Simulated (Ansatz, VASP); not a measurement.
# Two plane-wave programs on HfSeS4

```xyz
6
Lattice="0.0000 4.4807 4.4807 4.4807 0.0000 4.4807 4.4807 4.4807 0.0000" Properties=species:S:1:pos:R:3 pbc="T T T"
Hf    0.0000    0.0000    0.0000
Se    4.4807    4.4807    4.4807
S     5.7411    3.2203    3.2203
S     5.7411    5.7411    5.7411
S     3.2203    5.7411    3.2203
S     3.2203    3.2203    5.7411
```

Change from the starting cell: species swapped into the RbBH4 type (F-43m, No. 216).

Alike in both runs: functional PBE; k mesh 4 × 4 × 4; occupations gaussian, width 0.1 eV; no spin polarisation.

Ansatz relaxed the structure, and its values are those at the end. VASP's run is a single point on that final structure, the one shown.

```csv
,VASP,Ansatz
version,VASP 6.6.1,Ansatz 0.2.0
potentials or method,"VASP PAW PBE potentials, release 64 (Hf_pv, Se, S), cutoff 520 eV","scalar-relativistic, plane waves, PAW"
valence electrons in the cell,40,66
```

Ansatz gave:

* gap on the k mesh at the Fermi level (eV): none
* pressure (GPa): -0.2
* rms of the force components (eV/Å): 0.017

Task: Estimate VASP's values.

Result: gap on the k mesh at the Fermi level (eV): none; pressure (GPa): -0.3; rms of the force components (eV/Å): 0.004.

A gap of «none» marks a metal or a gap that the smearing closes. With one functional, cell and mesh, what is left measures potentials, basis and numerics. VASP's potentials hold 40 valence electrons a cell and Ansatz's 66, so a difference there can come from the potentials and not from the codes.

Spin-orbit coupling is off throughout.
